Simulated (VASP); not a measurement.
BaCrF6, 8 atoms in the cell. Symmetry: R-3m, No. 166, trigonal system. The conventional cell has a = 7.436 Å, b = 7.436 Å, c = 7.242 Å, α = 90.00°, β = 90.00°, γ = 120.00°. Ba (site symmetry -3m) has 12 F at 2.74 to 3.04 Å within 3.6 Å. Within 2.5 Å of F (site symmetry m) lie 1 Cr at 1.86 Å. Cr (site symmetry -3m) has 6 F at 1.86 Å within 2.5 Å. 

- Program: VASP 6.6.1
- Task: single point
- Functional: r2SCAN
- Potentials or basis: VASP PAW PBE potentials, release 64 (Ba_sv, F, Cr_pv)
- Cutoff: 520 eV
- k mesh: 5 × 5 × 5
- Occupations: fermi-dirac, width 0.039 eV
- Spin: no spin polarisation
- Hubbard terms: Cr d U = 6.44 eV
- Dipole correction: no
- Further INCAR settings: ALGO = Normal; EDIFF = 1e-06

Potentials or basis: VASP PAW PBE potentials, release 64 (Ba_sv, F, Cr_pv).

Launch:

```console
$ cat potpaw_PBE.64/Ba_sv/POTCAR potpaw_PBE.64/F/POTCAR potpaw_PBE.64/Cr_pv/POTCAR > POTCAR
$ cp INCAR.step1 INCAR
$ mpirun -np 1 vasp_std > vasp.out
$ cp INCAR.step2 INCAR
$ mpirun -np 1 vasp_std > vasp.out
```

Hardware: 1 thread of AMD EPYC 9R14 (Zen 4), on a shared host.

Q: How long does it take, and how much memory?

A: Run time: 4.6 min on 1 thread of AMD EPYC 9R14 (Zen 4) (shared host), peak memory 0.27 GiB. Counts: k points 19.
